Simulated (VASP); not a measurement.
Here is a VASP 6.6.1 calculation.

INCAR

```
SYSTEM = Ge
ALGO = Normal
EDIFF = 1E-6
ENCUT = 520
GGA = PE
ISIF = 2
ISMEAR = 0
LASPH = .True.
LCHARG = .False.
LREAL = .False.
LWAVE = .False.
NBANDS = 36
NELM = 60
PREC = Accurate
SIGMA = 0.1
```

Contents of KPOINTS:

```
k-points
0
Gamma
  12 12 12
  0 0 0
```

The input POSCAR:

```
Ge
1.0
    0.0000000000      2.8946317019      5.0504096618
    2.6493451896      0.0000000000      5.0504096618
    2.6493451896      2.8946317019      0.0000000000
Ge
4
Direct
    0.7789935916      0.7789935916      0.2210064084
    0.2210064084      0.2210064084      0.7789935916
    0.2734800932      0.7265199068      0.2734800932
    0.7265199068      0.2734800932      0.7265199068
```

Potentials or basis: VASP PAW PBE potentials, release 64 (Ge_d).

Run with:

```bash
$ cat potpaw_PBE.64/Ge_d/POTCAR > POTCAR
$ mpirun -np 1 vasp_std > vasp.out
```

(1) Predict the largest force.

(2) Estimate the pressure.

Answers

(1) 0.004 eV/Å.

(2) -0.1 GPa.
